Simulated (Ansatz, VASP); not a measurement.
One calculation of HgTe, two programs

File INCAR:

```
SYSTEM = HgTe
ALGO = Normal
EDIFF = 1E-6
ENCUT = 520
GGA = PE
ISIF = 2
ISMEAR = -1
IVDW = 12
LASPH = .True.
LCHARG = .False.
LREAL = .False.
LWAVE = .False.
NBANDS = 16
NELM = 100
PREC = Accurate
SIGMA = 0.02
```

File KPOINTS:

```
k-points
0
Gamma
  4 4 4
  0 0 0
```

The input POSCAR:

```
HgTe
1.0
    0.0000000000      3.2891972858      3.2891972858
    3.2891972858      0.0000000000      3.2891972858
    3.2891972858      3.2891972858      0.0000000000
Hg Te
1 1
Direct
    0.0000000000      0.0000000000      0.0000000000
    0.2500000000      0.2500000000      0.2500000000
```

Input for Ansatz:

```yaml
crystal:
  lattice:
    - [0.0, 3.2891972858, 3.2891972858]
    - [3.2891972858, 0.0, 3.2891972858]
    - [3.2891972858, 3.2891972858, 0.0]
  atoms:
    - { symbol: Hg, position: [0.0, 0.0, 0.0] }
    - { symbol: Te, position: [0.25, 0.25, 0.25] }
kpoints:
  mp_grid: { grid: [4, 4, 4] }
hamiltonian:
  xc: pbe
  dispersion: d3bj
scf:
  occupations: { method: fermi_dirac, width: 0.02 }
  n_extra_bands: 4
output:
  forces: true
  stress: true
  eigenvalues: true
```

Alike in both runs: task single point; functional PBE; dispersion D3(BJ); k mesh 4 × 4 × 4; occupations fermi-dirac, width 0.02 eV; no spin polarisation.

```csv
,VASP,Ansatz
version,VASP 6.6.1,Ansatz 0.2.0
potentials or method,"VASP PAW PBE potentials, release 64 (Hg, Te)",plane waves
plane-wave cutoff (eV),520,420
valence electrons in the cell,18,36
```

Ansatz gave:

| Item | Value |
| --- | --- |
| pressure (GPa) | -0.2 |

Q: What did VASP give for the same quantities?

A: Pressure (GPa): -0.1.

VASP's potentials hold 18 valence electrons a cell and Ansatz's 36, so a difference there can come from the potentials and not from the codes.

The k mesh is coarse, so the values compare programs but aren't converged. Spin-orbit coupling is off throughout.
